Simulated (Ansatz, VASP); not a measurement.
## One calculation of BeSe, two programs

```
Be Se
1.0
     0.00000    2.56436    2.56436
     2.56436    0.00000    2.56436
     2.56436    2.56436    0.00000
Be Se
1 1
Cartesian
  0.0000 0.0000 0.0000
  1.2822 1.2822 1.2822
```

Alike in both runs: functional PBEsol; k mesh 10 × 10 × 10; occupations gaussian, width 0.02 eV; no spin polarisation.

Ansatz relaxed the structure, and its values are those at the end. VASP's run is a single point on that final structure, the one shown.

|  | VASP | Ansatz |
| --- | --- | --- |
| version | VASP 6.6.1 | Ansatz 0.2.0 |
| potentials or method | VASP PAW PBE potentials, release 64 (Be, Se), cutoff 600 eV | scalar-relativistic, plane waves, PAW |
| valence electrons in the cell | 8 | 18 |

```tsv
	VASP	Ansatz	Ansatz less VASP
gap on the k mesh at the Fermi level (eV)	2.45	2.47	+0.016
least direct gap on the mesh (eV)	4.29	4.29	-0.003
pressure (GPa)	0.3	0.0	-0.32
```

VASP's potentials were made for PBE, not for PBEsol. With one functional, cell and mesh, what is left measures potentials, basis and numerics. VASP's potentials hold 8 valence electrons a cell and Ansatz's 18, so a difference there can come from the potentials and not from the codes.
